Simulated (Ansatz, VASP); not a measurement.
## One calculation of Lu, two programs

File INCAR:

```
SYSTEM = Lu
  PREC = Accurate
  ENCUT = 520
  EDIFF = 1E-6
  ISMEAR = -1
  SIGMA = 0.03
  LREAL = .FALSE.
  LASPH = .TRUE.
  NELM = 80
  ALGO = Normal
  ISIF = 2
  LWAVE = .FALSE.
  LCHARG = .FALSE.
  GGA = PS
  NBANDS = 32
```

Contents of KPOINTS:

```
Automatic mesh
0
G
  13 13 8
  0 0 0
```

File POSCAR:

```
Lu
1.0
    3.5098988894      0.0000000000      0.0000000000
   -1.7549494447      3.0396616030      0.0000000000
    0.0000000000      0.0000000000      5.5666000000
Lu
2
Direct
    0.3333333333      0.6666666667      0.2500000000
    0.6666666667      0.3333333333      0.7500000000
```

Input for Ansatz:

```yaml
crystal:
  lattice:
    - [3.5098988894, 0.0, 0.0]
    - [-1.7549494447, 3.039661603, 0.0]
    - [0.0, 0.0, 5.5666]
  atoms:
    - { symbol: Lu, position: [0.3333333333, 0.6666666667, 0.25] }
    - { symbol: Lu, position: [0.6666666667, 0.3333333333, 0.75] }
kpoints:
  mp_grid: { grid: [13, 13, 8] }
  band_path:
    path:
      - [0.0, 0.0, 0.0]
      - [0.5, 0.0, 0.0]
      - [0.3333333333, 0.3333333333, 0.0]
      - [0.0, 0.0, 0.0]
      - [0.0, 0.0, 0.5]
      - [0.5, 0.0, 0.5]
      - [0.3333333333, 0.3333333333, 0.5]
      - [0.0, 0.0, 0.5]
      - [0.5, 0.0, 0.5]
    npoints: 5
scf:
  occupations: { method: fermi_dirac, width: 0.03 }
hamiltonian:
  xc: pbesol
  pseudopotentials: { kind: all_electron, lapw: { basis_error: 0.0005 } }
output:
  forces: true
  stress: true
  eigenvalues: true
```

Alike in both runs: task single point; functional PBEsol; k mesh 13 × 13 × 8; occupations fermi-dirac, width 0.03 eV; no spin polarisation.

|  | VASP | Ansatz |
| --- | --- | --- |
| version | VASP 6.6.1 | Ansatz 0.2.0 |
| potentials or method | VASP PAW PBE potentials, release 64 (Lu), cutoff 520 eV | all-electron LAPW, scalar-relativistic |

|  | VASP | Ansatz | Ansatz less VASP |
| --- | --- | --- | --- |
| pressure (GPa) | -3.2 | -3.4 | -0.13 |
| traceless stress, the component that is largest in VASP (GPa) | -0.80 | -0.80 | -0.004 |

VASP's potentials were made for PBE, not for PBEsol. Ansatz ran all-electron here, and VASP with PAW potentials.

Neither program's run includes spin-orbit coupling.
